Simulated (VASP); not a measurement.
# SiC (P6_3mc) in VASP: notebook, part 2 of 2

VASP 6.6.1. The steps go on from the part before.

## Step 3: Single point, PBE (volume changed by +5%)

Contents of INCAR:

```
SYSTEM = SiC
ALGO = Normal
EDIFF = 1E-7
ENCUT = 520
GGA = PE
ISIF = 2
ISMEAR = 0
LASPH = .TRUE.
LCHARG = .FALSE.
LREAL = .FALSE.
LWAVE = .FALSE.
NBANDS = 16
NELM = 100
PREC = Accurate
SIGMA = 0.01
```

Contents of KPOINTS:

```
k-points
0
G
  6 6 2
  0 0 0
```

Contents of POSCAR:

```
SiC
1.0
    3.1257810462      0.0000000000      0.0000000000
   -1.5628905231      2.7070057927      0.0000000000
    0.0000000000      0.0000000000      5.1308793077
Si C
2 2
Direct
    0.3333333333      0.6666666667      0.4995917782
    0.6666666667      0.3333333333      0.9995917782
    0.3333333333      0.6666666667      0.8754082218
    0.6666666667      0.3333333333      0.3754082218
```

Potentials or basis: VASP PAW PBE potentials, release 64 (Si, C).

Started as:

```sh
cat potpaw_PBE.64/Si/POTCAR potpaw_PBE.64/C/POTCAR > POTCAR
mpirun -np 1 vasp_std > vasp.out
```

OUTCAR:

```text
SYSTEM = SiC
   EDIFF = 1E-7
   ENCUT = 520
   GGA = PE
   ISIF = 2
   ISMEAR = 0
   LASPH = .TRUE.
   LREAL = .FALSE.
   NELM = 100
   PREC = Accurate

 ion  position               nearest neighbor table
   1  0.333  0.667  0.500-   4 1.91   4 1.91   4 1.91   3 1.93   2 3.14   2 3.14   2 3.14   2 3.14
                             2 3.14   2 3.14
   2  0.667  0.333  1.000-   3 1.91   3 1.91   3 1.91   4 1.93   1 3.14   1 3.14   1 3.14   1 3.14
                             1 3.14   1 3.14
   3  0.333  0.667  0.875-   2 1.91   2 1.91   2 1.91   1 1.93
   4  0.667  0.333  0.375-   1 1.91   1 1.91   1 1.91   2 1.93

  LATTYP: Found a hexagonal cell.
 ALAT       =     3.1257810462
 C/A-ratio  =     1.6414711177

  Lattice vectors:

 A1 = (   3.1257810462,   0.0000000000,   0.0000000000)
 A2 = (  -1.5628905231,   2.7070057927,   0.0000000000)
 A3 = (   0.0000000000,   0.0000000000,   5.1308793077)

Analysis of symmetry for initial positions (statically):
=====================================================================
 Subroutine PRICEL returns:
 Original cell was already a primitive cell.

 Routine SETGRP: Setting up the symmetry group for a
 hexagonal supercell.

 Subroutine GETGRP returns: Found 12 space group operations
 (whereof  6 operations were pure point group operations)
 out of a pool of 24 trial point group operations.

The static configuration has the point symmetry C_3v.
 The point group associated with its full space group is C_6v.

Analysis of symmetry for dynamics (positions and initial velocities):
=====================================================================
 Subroutine PRICEL returns:
 Original cell was already a primitive cell.

 Routine SETGRP: Setting up the symmetry group for a
 hexagonal supercell.

 Subroutine GETGRP returns: Found 12 space group operations
 (whereof  6 operations were pure point group operations)
 out of a pool of 24 trial point group operations.

The dynamic configuration has the point symmetry C_3v.
 The point group associated with its full space group is C_6v.

 Subroutine INISYM returns: Found 12 space group operations
 (whereof  6 operations are pure point group operations),
 and found     1 'primitive' translations

----------------------------------------------------------------------------------------

                                     Primitive cell

  volume of cell :      43.4150

  direct lattice vectors                    reciprocal lattice vectors
     3.125781046  0.000000000  0.000000000     0.319920041  0.184705922  0.000000000
    -1.562890523  2.707005793  0.000000000     0.000000000  0.369411843  0.000000000
     0.000000000  0.000000000  5.130879308     0.000000000  0.000000000  0.194898367

  length of vectors
     3.125781046  3.125781046  5.130879308     0.369411843  0.369411843  0.194898367

  position of ions in fractional coordinates (direct lattice)
     0.333333333  0.666666667  0.499591778
     0.666666667  0.333333333  0.999591778
     0.333333333  0.666666667  0.875408222
     0.666666667  0.333333333  0.375408222

  ion indices of the primitive-cell ions
   primitive index   ion index
                 1           1
                 2           2
[... 35 lines left out ...]
  0.166667  0.166667  0.000000      6.000000
  0.333333  0.166667  0.000000     12.000000
  0.333333  0.333333  0.000000      2.000000
  0.000000  0.000000  0.500000      1.000000
  0.166667  0.000000  0.500000      6.000000
  0.333333 -0.000000  0.500000      6.000000
  0.500000 -0.000000  0.500000      3.000000
  0.166667  0.166667  0.500000      6.000000
  0.333333  0.166667  0.500000     12.000000
  0.333333  0.333333  0.500000      2.000000
   k-points           NKPTS =     14   k-points in BZ     NKDIM =     14   number of bands    NBANDS=     16
   number of dos      NEDOS =    301   number of ions     NIONS =      4
   total plane-waves  NPLWV =  23040
   dimension x,y,z NGX =    24 NGY =   24 NGZ =   40
   dimension x,y,z NGXF=    48 NGYF=   48 NGZF=   80
   ions per type =               2   2
   NGX,Y,Z   is equivalent  to a cutoff of  12.76, 12.76, 12.96 a.u.
   NGXF,Y,Z  is equivalent  to a cutoff of  25.53, 25.53, 25.92 a.u.
 SYSTEM =  SiC
   PREC   = accura    normal or accurate (medium, high low for compatibility)
   ISTART =      0    job   : 0-new  1-cont  2-samecut
   ICHARG =      2    charge: 1-file 2-atom 10-const
   ISPIN  =      1    spin polarized calculation?
   LNONCOLLINEAR =      F non collinear calculations
   LSORBIT =      F    spin-orbit coupling
   LASPH  =      T    aspherical Exc in radial PAW
   ENCUT  =  520.0 eV  38.22 Ry    6.18 a.u.   5.81  5.81  9.54*2*pi/ulx,y,z
   NELM   =    100;   NELMIN=  2; NELMDL= -5     # of ELM steps
   EDIFF  = 0.1E-06   stopping-criterion for ELM
   LREAL  =      F    real-space projection
   EDIFFG = 0.1E-05   stopping-criterion for IOM
   NSW    =      0    number of steps for IOM
   IBRION =     -1    ionic relax: 0-MD 1-quasi-New 2-CG
   NFREE  =      0    steps in history (QN), initial steepest desc. (CG)
   ISIF   =      2    stress and relaxation
   ISYM   =      2    0-nonsym 1-usesym 2-fastsym
   POTIM  = 0.5000    time-step for ionic-motion
   TEBEG  =    0.0;   TEEND  =   0.0 temperature during run
   PSTRESS=    0.0 pullay stress
   NELECT =      16.0000    total number of electrons
   NUPDOWN=      -1.0000    fix difference up-down
   EMIN   =  10.00;   EMAX   =-10.00  energy-range for DOS
   EFERMI =   0.00;   METHOD = LEGACY
   ISMEAR =     0;   SIGMA  =   0.01  broadening in eV -4-tet -1-fermi 0-gaus
   EFERMI_NEDOS =   21; number of points for ismear=-14 and -15
   IALGO  =     38    algorithm
   IMIX   =      4    mixing-type and parameters
     AMIX     =   0.40;   BMIX     =  1.00
     AMIX_MAG =   1.60;   BMIX_MAG =  1.00
  volume/ion in A,a.u.               =      10.85        73.24
  Fermi-wavevector in a.u.,A,eV,Ry     =   1.173730  2.218029 18.743968  1.377643
  Thomas-Fermi vector in A             =   2.310139
   LORBIT       =      0    0 simple, 1 ext, 2 COOP (PROOUT), +10 PAW based schemes
   GGA     = PE    functional components
   LHFCALC =     F    Hartree Fock is set to
   AEXX    =    0.0000 exact exchange contribution
   IVDW    =     0    specifies the selected vdW correction
   LEPSILON=     F    determine dielectric tensor
   LRPA    =     F    only Hartree local field effects (RPA)
 non-spin polarized calculation
 Gauss-broadening in eV      SIGMA  =   0.01
  energy-cutoff  :      520.00
  volume of cell :       43.41
 maximum number of plane-waves:      1184
 NGX is ok and might be reduce to    24
   NGX = 11   NGY = 11   NGZ = 19

 number of electron      16.0000000 magnetization

 Free energy of the ion-electron system (eV)
  ---------------------------------------------------
  ext. energy  EPLUGINS =         0.00000000
  ---------------------------------------------------
  free energy    TOTEN  =       -30.07593292 eV

  energy without entropy =      -30.07593292  energy(sigma->0) =      -30.07593292

 E-fermi :   7.8475     XC(G=0): -11.1391

 val. band max:        7.7233356151   @ k =   0.0000   0.0000   0.0000
 cond. band min:      10.0782759740   @ k =   0.3333   0.3333   0.0000
 fundamental gap:      2.3549403589
 Fermi energy:         7.8475125212

 k-point     1 :       0.0000    0.0000    0.0000
  band No.  band energies     occupation
      1      -7.4664      2.00000
      2      -4.0768      2.00000
      3      -0.7064      2.00000
      4       6.4308      2.00000
      5       6.4308      2.00000
      6       7.6100      2.00000
[... 243 lines left out ...]
      3       0.1220      2.00000
      4       0.1220      2.00000
      5       2.3235      2.00000
      6       2.3235      2.00000
[... 8 lines left out ...]
     15      19.1397      0.00000
     16      19.1397      0.00000

------------------------ aborting loop because EDIFF is reached ----------------------------------------

  FORCE on cell =-STRESS in cart. coord.  units (eV):
  Direction    XX          YY          ZZ          XY          YZ          ZX
  --------------------------------------------------------------------------------------
  -------------------------------------------------------------------------------------
  Total       -1.8362211     -1.8362211     -1.6230331      0.0000000      0.0000000      0.0000000
  in kB      -67.7635280    -67.7635280    -59.8960821      0.0000000      0.0000000      0.0000000
  external PRESSURE =     -65.1410460 kB  Pullay stress =       0.0000000 kB

 VOLUME and BASIS-vectors are now :
 -----------------------------------------------------------------------------
  energy-cutoff  :      520.00
  volume of cell :       43.41
      direct lattice vectors                 reciprocal lattice vectors
     3.125781046  0.000000000  0.000000000     0.319920041  0.184705922  0.000000000
    -1.562890523  2.707005793  0.000000000     0.000000000  0.369411843  0.000000000
     0.000000000  0.000000000  5.130879308     0.000000000  0.000000000  0.194898367

 POSITION                                       TOTAL-FORCE (eV/Angst)
 -----------------------------------------------------------------------------------
     -0.00000      1.80467      2.56335        -0.000000      0.000000     -0.038901
      1.56289      0.90234      5.12878         0.000000     -0.000000     -0.038901
     -0.00000      1.80467      4.49161         0.000000      0.000000      0.038901
      1.56289      0.90234      1.92617        -0.000000     -0.000000      0.038901
 -----------------------------------------------------------------------------------
    total drift:                                0.000000      0.000000     -0.000195

  FREE ENERGIE OF THE ION-ELECTRON SYSTEM (eV)
  ---------------------------------------------------
  free  energy   TOTEN  =       -30.0759329227 eV

  energy  without entropy=      -30.0759329227  energy(sigma->0) =      -30.07593292
```

stdout:

```text
POSCAR found type information on POSCAR SiC
 POSCAR found :  2 types and       4 ions
 scaLAPACK will be used
 LDA part: xc-table for (Slater+PW92), standard interpolation
 POSCAR, INCAR and KPOINTS ok, starting setup
 FFT: planning ... GRIDC
 FFT: planning ... GRID_SOFT
 FFT: planning ... GRID
 WAVECAR not read
 entering main loop
```

Run time: 8.1 s. Hardware: 1 thread of Intel Xeon Platinum 8488C (Sapphire Rapids), shared host; peak memory 0.15 GiB.

What came out:

| Property | Result |
| --- | --- |
| Free energy | -30.0759 eV |
| Pressure | -6.5 GPa |
| Largest force | 0.039 eV/Å |
| Band gap on the k mesh | 2.35 eV, indirect (least direct gap 3.88 eV) |

Forces in eV/Å, atoms in the order of the input:
```
Si   0.000  0.000 -0.039
Si   0.000  0.000 -0.039
C    0.000  0.000  0.039
C    0.000  0.000  0.039
```

Caveat: the k points lie up to 0.61 Å⁻¹ apart.

## Step 4: Single point, PBE (volume changed by +10%)

Contents of INCAR:

```
PREC = Accurate
ENCUT = 520
EDIFF = 1E-6
ISMEAR = 0
SIGMA = 0.01
LREAL = F
LASPH = T
NELM = 100
ALGO = Normal
ISIF = 2
LWAVE = F
LCHARG = F
GGA = PE
NBANDS = 16
```

Contents of KPOINTS:

```
Automatic mesh
0
Gamma
  6 6 2
```

Contents of POSCAR:

```
SiC
1.0
    3.1746292651      0.0000000000      0.0000000000
   -1.5873146326      2.7493095912      0.0000000000
    0.0000000000      0.0000000000      5.2110622482
Si C
2 2
Direct
    0.3333333333      0.6666666667      0.4995917782
    0.6666666667      0.3333333333      0.9995917782
    0.3333333333      0.6666666667      0.8754082218
    0.6666666667      0.3333333333      0.3754082218
```

Started as:

```sh
cat potpaw_PBE.64/Si/POTCAR potpaw_PBE.64/C/POTCAR > POTCAR
mpirun -np 1 vasp_std > vasp.out
```

Wall time 8.3 s (1 thread of Intel Xeon Platinum 8488C (Sapphire Rapids), shared host); peak memory 0.15 GiB.

The run converged. Its results:

* Free energy: -29.9394 eV
* Pressure: -14.4 GPa
* Largest force: 0.044 eV/Å
* Band gap on the k mesh: 2.43 eV, indirect (least direct gap 3.79 eV)

Forces on the atoms (eV/Å):
```
Si   0.000  0.000 -0.044
Si   0.000  0.000 -0.044
C    0.000  0.000  0.044
C    0.000  0.000  0.044
```

Stress tensor (GPa, compression positive):
```
-14.70   0.00   0.00
  0.00 -14.70   0.00
  0.00   0.00 -13.83
```

Levels at points of the mesh, in eV from the valence-band top:
```
           k point  band 6  band 7  band 8  band 9  band 10  band 11
(0.00, 0.00, 0.00)   -0.11    0.00    0.00    4.03     5.18     6.13
(0.50, 0.00, 0.00)   -3.12   -3.02   -1.16    2.62     4.12     6.14
(0.00, 0.00, 0.50)   -0.69   -0.69   -0.69    5.09     5.09     6.85
(0.50, 0.00, 0.50)   -2.31   -2.23   -2.23    3.07     3.07     4.87
```

Caveat: the k points lie up to 0.60 Å⁻¹ apart. A k mesh can miss the band edges.

## Step 5: Overview

| cell | gap on the mesh (eV) | pressure (GPa) | largest force (eV/Å) |
| --- | --- | --- | --- |
| a = 3.075, b = 3.075, c = 5.048 Å, angles 90.0, 90.0, 120.0°, 4 atoms | 2.27 | 3.6 | 0.03 |
| a = 3.126, b = 3.126, c = 5.131 Å, angles 90.0, 90.0, 120.0°, 4 atoms | 2.35 | -6.5 | 0.04 |
| a = 3.175, b = 3.175, c = 5.211 Å, angles 90.0, 90.0, 120.0°, 4 atoms | 2.43 | -14.4 | 0.04 |

Alike in all rows: task single point; level PBE; potentials or basis VASP PAW PBE potentials, release 64 (Si, C); no spin polarisation; k mesh 6 × 6 × 2; cutoff (eV) 520; smearing gaussian 0.01 eV.

Caveats: all runs use coarse meshes.

Absolute energies hang on the potentials; compare differences alone.
